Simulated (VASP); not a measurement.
Runs of VASP 6.6.1 on C. The structure is that of space group P-4c2 (No. 116), or close to it. The cells are those of the table. 

```tsv
task	cell	k mesh	cutoff (eV)	smearing	gap on the mesh (eV)	pressure (GPa)	relaxed volume (Å³/atom)	largest force (eV/Å)
single point	a = 2.861, b = 2.861, c = 7.169 Å, 10 atoms	6 × 6 × 4	520	gaussian 0.1 eV	0.57	0.7	-	0.04
relaxation of cell and atoms	relaxed from a = 2.715, b = 2.715, c = 6.514 Å, 10 atoms	6 × 6 × 4	600	gaussian 0.1 eV	(b)	0.1	5.88	0.02
single point	a = 2.867, b = 2.867, c = 7.160 Å, 10 atoms	12 × 12 × 6	520	gaussian 0.02 eV	0.44	(a)	-	0.04
relaxation of cell and atoms	relaxed from a = 2.861, b = 2.861, c = 7.169 Å, 10 atoms	12 × 12 × 6	600	gaussian 0.02 eV	0.51	0.1	5.88	0.01
```

Alike in all rows: level PBE; potentials or basis VASP PAW PBE potentials, release 64 (C); no spin polarisation.

Question: Fill in the values left out.

Answer: (a) 0.6; (b) 0.59.

Caveats: the volume moved by over 15 % at a fixed basis, so the end points are rough (some runs).

A k mesh can miss the band edges.
